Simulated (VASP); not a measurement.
The system is As.

```
As
1.0
    -1.36766    1.36766    5.83794
     1.36766   -1.36766    5.83794
     1.36766    1.36766   -5.83794
As
2
Direct
  0.11143 0.11143 0.00000
  0.88857 0.88857 0.00000
```

This cell differs from its parent crystal: atoms taken out.

| Item | Value |
| --- | --- |
| Program | VASP 6.6.1 |
| Task | relaxation of cell and atoms |
| Functional | PBE |
| Potentials or basis | VASP PAW PBE potentials, release 64 (As) |
| Cutoff | 600 eV |
| k mesh | 18 × 18 × 18 |
| Occupations | gaussian, width 0.1 eV |
| Spin | no spin polarisation |

At the start: pressure -1.1 GPa; volume 21.84 Å³/atom.

Where does the relaxation end?

Over 7 steps the energy falls by 17.6 meV/atom and the volume is 21.75 Å³/atom (-0.4 %); space group I4/mmm (No. 139, to 0.1 Å) before and after.

Step by step:
```tsv
step	energy change (eV)	largest force (eV/Å)	pressure (GPa)	volume (Å³)
1	0.0000	0.4563	-1.07	43.68
2	-0.0319	0.1209	1.39	42.74
3	-0.0329	0.0142	1.01	42.87
4	-0.0350	0.0047	-0.15	43.60
5	-0.0352	0.0057	0.13	43.43
6	-0.0353	0.0328	-0.04	43.52
7	-0.0353	0.0224	0.01	43.49
```

Final structure:
```
As
1.0
    -1.38365    1.38365    5.67962
     1.38365   -1.38365    5.67962
     1.38365    1.38365   -5.67962
As
2
Direct
  0.10973 0.10973 0.00000
  0.89027 0.89027 0.00000
```

Caveat: the cell differs from its parent crystal (atoms taken out).
